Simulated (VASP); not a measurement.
# Pt12Cl in VASP: relaxation of the atoms with PBE

Aim: the relaxation of the atoms of Pt12Cl with PBE.

Program: VASP 6.6.1. These are calculated values, not measurements. Logs are shortened: lines on timing, memory, paths and dates and some standing lists are left out, and cuts for length are marked.

## Step 1: The cell of the first run

The cell holds a slab with vacuum, 13 atoms: a = 5.614 Å, b = 5.614 Å, c = 19.351 Å, α = 90.00°, β = 90.00°, γ = 90.00°.

## Step 2: Relaxation of the atoms, PBE

The input, INCAR:

```
SYSTEM = Pt12Cl
ALGO = Normal
DIPOL = 0.5 0.5 0.321
EDIFF = 1E-7
EDIFFG = -0.025
ENCUT = 450
GGA = PE
GGA_COMPAT = .False.
IBRION = 2
IDIPOL = 3
ISIF = 2
ISMEAR = 0
KPAR = 4
LASPH = .True.
LCHARG = .False.
LDIPOL = .True.
LREAL = .False.
LWAVE = .False.
NELM = 120
NELMDL = -8
NELMIN = 4
NSW = 36
PREC = Accurate
SIGMA = 0.1
```

The input, KPOINTS:

```
k-points
0
Gamma
  5 5 1
  0 0 0
```

The input, POSCAR:

```
Pt12Cl
1.0
    5.6143281324      0.0000000000      0.0000000000
    0.0000000000      5.6143281324      0.0000000000
    0.0000000000      0.0000000000     19.3513900830
Pt Cl
12 1
Selective dynamics
Direct
    0.2500000000      0.2500000000      0.2067034969  F F F
    0.2500000000      0.7500000000      0.2067034969  F F F
    0.7500000000      0.2500000000      0.2067034969  F F F
    0.7500000000      0.7500000000      0.2067034969  F F F
    0.0000000000      0.0000000000      0.3062505491  F F F
    0.0000000000      0.5000000000      0.3062505491  F F F
    0.5000000000      0.0000000000      0.3062505491  F F F
    0.5000000000      0.5000000000      0.3062505491  F F F
    0.2500000000      0.2500000000      0.4057274464  F F F
    0.2500000000      0.7500000000      0.4057274464  F F F
    0.7500000000      0.2500000000      0.4057274464  F F F
    0.7500000000      0.7500000000      0.4057274464  F F F
    0.2500000000      0.5000000000      0.5006056259  F F T
```

Potentials or basis: VASP PAW PBE potentials, release 64 (Pt, Cl).

The run is started by

```
$ cat potpaw_PBE.64/Pt/POTCAR potpaw_PBE.64/Cl/POTCAR > POTCAR
$ mpirun -np 4 vasp_std > vasp.out
```

OUTCAR:

```text
SYSTEM = Pt12Cl
   EDIFF = 1E-7
   EDIFFG = -0.025
   ENCUT = 450
   GGA = PE
   IBRION = 2
   ISIF = 2
   ISMEAR = 0
   LASPH = .True.
   LREAL = .False.
   NELM = 120
   NELMDL = -8
   NELMIN = 4
   NSW = 36
   PREC = Accurate

 ion  position               nearest neighbor table
   1  0.250  0.250  0.207-   5 2.77   6 2.77   7 2.77   8 2.77   2 2.81   3 2.81   2 2.81   3 2.81

   2  0.250  0.750  0.207-   5 2.77   6 2.77   7 2.77   8 2.77   1 2.81   4 2.81   1 2.81   4 2.81

   3  0.750  0.250  0.207-   5 2.77   6 2.77   7 2.77   8 2.77   1 2.81   4 2.81   4 2.81   1 2.81
[... 4 lines left out ...]
                             6 2.81   7 2.81   6 2.81   7 2.81
   6  0.000  0.500  0.306-   9 2.77  10 2.77  11 2.77  12 2.77   1 2.77   2 2.77   3 2.77   4 2.77
                             5 2.81   8 2.81   5 2.81   8 2.81
   7  0.500  0.000  0.306-   9 2.77  10 2.77  11 2.77  12 2.77   1 2.77   2 2.77   3 2.77   4 2.77
                             5 2.81   8 2.81   8 2.81   5 2.81
   8  0.500  0.500  0.306-   9 2.77  10 2.77  11 2.77  12 2.77   1 2.77   2 2.77   3 2.77   4 2.77
                             6 2.81   7 2.81   7 2.81   6 2.81
   9  0.250  0.250  0.406-  13 2.31   6 2.77   7 2.77   8 2.77   5 2.77  11 2.81  10 2.81  10 2.81
                            11 2.81
  10  0.250  0.750  0.406-  13 2.31   6 2.77   7 2.77   8 2.77   5 2.77  12 2.81   9 2.81   9 2.81
                            12 2.81
  11  0.750  0.250  0.406-   5 2.77   6 2.77   7 2.77   8 2.77   9 2.81  12 2.81  12 2.81   9 2.81

  12  0.750  0.750  0.406-   5 2.77   6 2.77   7 2.77   8 2.77  10 2.81  11 2.81  11 2.81  10 2.81

  13  0.250  0.500  0.501-   9 2.31  10 2.31

  LATTYP: Found a simple tetragonal cell.
 ALAT       =     5.6143281324
 C/A-ratio  =     3.4467864412

  Lattice vectors:

 A1 = (   5.6143281324,   0.0000000000,   0.0000000000)
 A2 = (   0.0000000000,   5.6143281324,   0.0000000000)
 A3 = (   0.0000000000,   0.0000000000,  19.3513900830)

Analysis of symmetry for initial positions (statically):
=====================================================================
 Subroutine PRICEL returns:
 Original cell was already a primitive cell.

 Routine SETGRP: Setting up the symmetry group for a
 simple tetragonal supercell.

 Subroutine GETGRP returns: Found  4 space group operations
 (whereof  2 operations were pure point group operations)
 out of a pool of 16 trial point group operations.

The static configuration has the point symmetry C_1h.
 The point group associated with its full space group is C_2v.

Analysis of symmetry for dynamics (positions and initial velocities):
=====================================================================
[... 150 lines left out ...]
   IMIX   =      4    mixing-type and parameters
     AMIX     =   0.40;   BMIX     =  1.00
     AMIX_MAG =   1.60;   BMIX_MAG =  1.00
  volume/ion in A,a.u.               =      46.92       316.64
  Fermi-wavevector in a.u.,A,eV,Ry     =   0.970302  1.833604 12.809688  0.941486
  Thomas-Fermi vector in A             =   2.100426
   LORBIT       =      0    0 simple, 1 ext, 2 COOP (PROOUT), +10 PAW based schemes
   GGA     = PE    functional components
   LHFCALC =     F    Hartree Fock is set to
   AEXX    =    0.0000 exact exchange contribution
   IVDW    =     0    specifies the selected vdW correction
   LEPSILON=     F    determine dielectric tensor
   LRPA    =     F    only Hartree local field effects (RPA)
 conjugate gradient relaxation of ions
 non-spin polarized calculation
 Gauss-broadening in eV      SIGMA  =   0.10
  energy-cutoff  :      450.00
  volume of cell :      609.97
 maximum number of plane-waves:     13247
 NGX is ok and might be reduce to    40
   NGX = 19   NGY = 19   NGZ = 67

 dipolmoment           0.000000      0.000000      0.725005 electrons x Angstroem

--------------------------------------- Ionic step        1  -------------------------------------------

 number of electron     127.0000042 magnetization

 Free energy of the ion-electron system (eV)
  ---------------------------------------------------
  ext. energy  EPLUGINS =         0.00000000
  ---------------------------------------------------
  free energy    TOTEN  =       -69.12143611 eV

  energy without entropy =      -68.97905372  energy(sigma->0) =      -69.05024492

------------------------ aborting loop because EDIFF is reached ----------------------------------------

  FORCE on cell =-STRESS in cart. coord.  units (eV):
  Direction    XX          YY          ZZ          XY          YZ          ZX
  --------------------------------------------------------------------------------------
  -------------------------------------------------------------------------------------
  Total       -9.7532951     -8.5524053      3.8816214      0.0000000      0.0000000      0.0000000
  in kB      -25.6185293    -22.4642076     10.1956754      0.0000000      0.0000000      0.0000000
  external PRESSURE =     -12.6290205 kB  Pullay stress =       0.0000000 kB
[... 81 lines left out ...]
--------------------------------------- Ionic step        3  -------------------------------------------

 number of electron     127.0000042 magnetization

 dipolmoment           0.000000      0.000000     -0.019746 electrons x Angstroem

 Free energy of the ion-electron system (eV)
  ---------------------------------------------------
  ext. energy  EPLUGINS =         0.00000000
  ---------------------------------------------------
  free energy    TOTEN  =       -69.15949863 eV

  energy without entropy =      -69.01563406  energy(sigma->0) =      -69.08756634

 E-fermi :  -0.2983     XC(G=0):  -5.2969

 val. band max:       -0.3164855143   @ k =   0.4000   0.4000   0.0000
 cond. band min:      -0.2924511216   @ k =  -0.2000   0.4000   0.0000
 fundamental gap:      0.0240343927
 Fermi energy:        -0.2982546455

 k-point     1 :       0.0000    0.0000    0.0000
  band No.  band energies     occupation
      1     -16.1225      2.00000
      2      -9.1950      2.00000
      3      -7.0381      2.00000
      4      -6.8001      2.00000
      5      -6.7980      2.00000
      6      -6.6614      2.00000
[... 691 lines left out ...]
     74       3.4256      0.00000
     75       3.6231      0.00000
 [bands above 75 left out]

------------------------ aborting loop because EDIFF is reached ----------------------------------------

 vacuum level on the upper side and lower side of the slab       (xc-potential included)        -0.061         0.049

  FORCE on cell =-STRESS in cart. coord.  units (eV):
  Direction    XX          YY          ZZ          XY          YZ          ZX
  --------------------------------------------------------------------------------------
  -------------------------------------------------------------------------------------
  Total      -10.1617419     -9.8322523      1.9288022      0.0000000      0.0000000      0.0000000
  in kB      -26.6913777    -25.8259227      5.0662956      0.0000000      0.0000000      0.0000000
  external PRESSURE =     -15.8170016 kB  Pullay stress =       0.0000000 kB
[... 28 lines left out ...]
  FREE ENERGIE OF THE ION-ELECTRON SYSTEM (eV)
  ---------------------------------------------------
  free  energy   TOTEN  =       -69.1594986292 eV

  energy  without entropy=      -69.0156340582  energy(sigma->0) =      -69.08756634

 reached required accuracy - stopping structural energy minimisation

 vacuum level on the upper side and lower side of the slab         5.202         5.315
```

CONTCAR:

```text
Pt12Cl
   1.00000000000000
     5.6143281323999998    0.0000000000000000    0.0000000000000000
     0.0000000000000000    5.6143281323999998    0.0000000000000000
     0.0000000000000000    0.0000000000000000   19.3513900829999983
  Pt              Cl
    12     1
Selective dynamics
Direct
[... 16 lines left out ...]
  0.00000000E+00  0.00000000E+00  0.00000000E+00
  0.00000000E+00  0.00000000E+00  0.00000000E+00
  0.00000000E+00  0.00000000E+00  0.00000000E+00
  0.00000000E+00  0.00000000E+00  0.00000000E+00
  0.00000000E+00  0.00000000E+00  0.00000000E+00
  0.00000000E+00  0.00000000E+00  0.00000000E+00
  0.00000000E+00  0.00000000E+00  0.00000000E+00
  0.00000000E+00  0.00000000E+00  0.00000000E+00
  0.00000000E+00  0.00000000E+00  0.00000000E+00
  0.00000000E+00  0.00000000E+00  0.00000000E+00
  0.00000000E+00  0.00000000E+00  0.00000000E+00
```

Run time: 18 min. Hardware: 4 MPI ranks of Intel Xeon Platinum 8259CL at 2.50GHz (Skylake/Cascade Lake), shared host; peak memory 0.71 GiB.

What came out:

```yaml
Free_energy: -69.1595 eV
Energy_gained_by_relaxing: 2.9 meV/atom
Ionic_steps: 3
Band_gap_on_the_k_mesh: zero (an odd number of electrons rules out a gap without spin polarisation)
```

Step by step:
| step | energy change (eV) | largest force on free atoms (eV/Å) | pressure (GPa) |
| --- | --- | --- | --- |
| 1 | 0.0000 | 0.8700 | -1.26 |
| 2 | -0.0273 | 0.4414 | -1.41 |
| 3 | -0.0381 | 0.0158 | -1.58 |

Final structure:
```yaml
crystal:
  lattice:
    - [5.61433, 0.00000, 0.00000]
    - [0.00000, 5.61433, 0.00000]
    - [0.00000, 0.00000, 19.35139]
  atoms:
    - { symbol: Pt, position: [0.25000, 0.25000, 0.20670] }
    - { symbol: Pt, position: [0.25000, 0.75000, 0.20670] }
    - { symbol: Pt, position: [0.75000, 0.25000, 0.20670] }
    - { symbol: Pt, position: [0.75000, 0.75000, 0.20670] }
    - { symbol: Pt, position: [0.00000, 0.00000, 0.30625] }
    - { symbol: Pt, position: [0.00000, 0.50000, 0.30625] }
    - { symbol: Pt, position: [0.50000, 0.00000, 0.30625] }
    - { symbol: Pt, position: [0.50000, 0.50000, 0.30625] }
    - { symbol: Pt, position: [0.25000, 0.25000, 0.40573] }
    - { symbol: Pt, position: [0.25000, 0.75000, 0.40573] }
    - { symbol: Pt, position: [0.75000, 0.25000, 0.40573] }
    - { symbol: Pt, position: [0.75000, 0.75000, 0.40573] }
    - { symbol: Cl, position: [0.25000, 0.50000, 0.50548] }
```

Caveat: spin-orbit coupling is left out, which moves the levels of the heavy elements; an odd number of electrons without spin polarisation forces a metal; a magnetic or distorted state may lie lower.
